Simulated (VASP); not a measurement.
Runs of VASP 6.6.1 on B. The structure is that of space group R-3m (No. 166), or close to it. The cells are those of the table. 

| cell | gap on the mesh (eV) | pressure (GPa) | largest force (eV/Å) |
| --- | --- | --- | --- |
| a = 4.891 Å, angles 58.0°, 12 atoms | (a) | 24.6 | 0.03 |
| a = 5.086 Å, angles 58.2°, 12 atoms | 1.72 | -5.8 | 0.02 |
| a = 4.838 Å, angles 57.9°, 12 atoms | 0.98 | 35.4 | (b) |
| a = 5.132 Å, angles 58.3°, 12 atoms | 1.81 | -10.9 | 0.02 |
| a = 4.942 Å, angles 58.0°, 12 atoms | 1.34 | (d) | 0.03 |
| a = 5.040 Å, angles 58.2°, 12 atoms | 1.63 | 0.2 | 0.02 |
| a = 5.188 Å, angles 58.5°, 12 atoms | 1.93 | -16.6 | 0.01 |
| a = 4.992 Å, angles 58.1°, 12 atoms | 1.51 | (c) | 0.03 |

Alike in all rows: task single point; level r2SCAN; potentials or basis VASP PAW PBE potentials, release 64 (B); no spin polarisation; k mesh 9 × 9 × 9; cutoff (eV) 520; smearing gaussian 0.02 eV.

**Question.** Fill in the values left out.

**Answer.** (a) 1.16; (b) 0.04; (c) 7.2; (d) 15.3.

Caveats: the PAW data sets were made with another functional, which shifts forces and pressure a little.

A k mesh can miss the band edges.
